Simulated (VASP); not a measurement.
Set up this calculation in VASP 6.6.1, as the native input.

| Item | Value |
| --- | --- |
| Task | relaxation of the atoms |
| Functional | LDA |
| Potentials or basis | VASP PAW LDA potentials, release 64 (C, Si) |
| Cutoff | 520 eV |
| k mesh | 9 × 9 × 1 |
| Occupations | gaussian, width 0.05 eV |
| Spin | collinear spin |
| Starting moments | [0.0, 0.0, 0.0, 0.0, 2.0, 0.0, 0.0, 0.0, 0.0] μB |
| Dipole correction | yes |
| Atoms held fixed (from 0) | [0, 1, 2, 3, 5, 6, 7, 8] |
| Further INCAR settings | ALGO = Normal; EDIFF = 1e-06; IBRION = 2; EDIFFG = -0.025; NSW = 36 |
| Atoms held along some axes (from 0) | atom 4 along a and b |

The structure of Si4C5 lies in POSCAR:

```
Si4C5
1.0
    3.0563072983      0.0000000000      0.0000000000
   -1.5281536492      2.6468397621      0.0000000000
    0.0000000000      0.0000000000     23.6378374631
C Si
5 4
Selective dynamics
Direct
    0.3333333333      0.6666666667      0.1692202176  F F F
    0.6666666667      0.3333333333      0.2753282571  F F F
    0.3333333333      0.6666666667      0.3826369403  F F F
    0.6666666667      0.3333333333      0.4898183375  F F F
    0.3333333333      1.0000000000      0.5811022043  F F T
    0.6666666667      0.3333333333      0.1955786881  F F F
    0.3333333333      0.6666666667      0.3016867276  F F F
    0.6666666667      0.3333333333      0.4074705945  F F F
    0.3333333333      0.6666666667      0.5134918743  F F F
```

One way to write it, as run:

INCAR

```
SYSTEM = Si4C5
PREC = Accurate
ENCUT = 520
EDIFF = 1E-6
ISMEAR = 0
SIGMA = 0.05
LREAL = .FALSE.
LASPH = .TRUE.
NELM = 150
ALGO = Normal
ISIF = 2
LWAVE = .FALSE.
LCHARG = .FALSE.
ISPIN = 2
MAGMOM = 0 0 0 0 2 0 0 0 0
LORBIT = 11
LDIPOL = .TRUE.
IDIPOL = 3
DIPOL = 0.5 0.5 0.368
GGA = CA
IBRION = 2
NSW = 36
EDIFFG = -0.025
KPAR = 4
```

KPOINTS

```
Automatic mesh
0
G
  9 9 1
  0 0 0
```

Potentials or basis: VASP PAW LDA potentials, release 64 (C, Si).

Command:

```sh
$ cat potpaw_LDA.64/C/POTCAR potpaw_LDA.64/Si/POTCAR > POTCAR
$ mpirun -np 4 vasp_std > vasp.out
```

It gave:

The energy gained by relaxing is 2.2 meV/atom. The ionic steps are 4, the net moment is -0.98 μB per cell and the site moments are C -0.36, -0.06, -0.01, -0.03 (each value once); Si +0.01, -0.01, -0.00 (each value once) μB. The valence electrons inside the program's atomic spheres are C 2.41, 2.55, 2.56, 2.11 (each value once); Si 1.71, 1.70, 1.69, 1.73.

Caveat: a moment this small can come from the mesh or the smearing.

Run time: 6.2 min on 4 MPI ranks on Intel(R) Xeon(R) 6975P-C (Granite Rapids) (shared host), peak memory 0.45 GiB a rank.
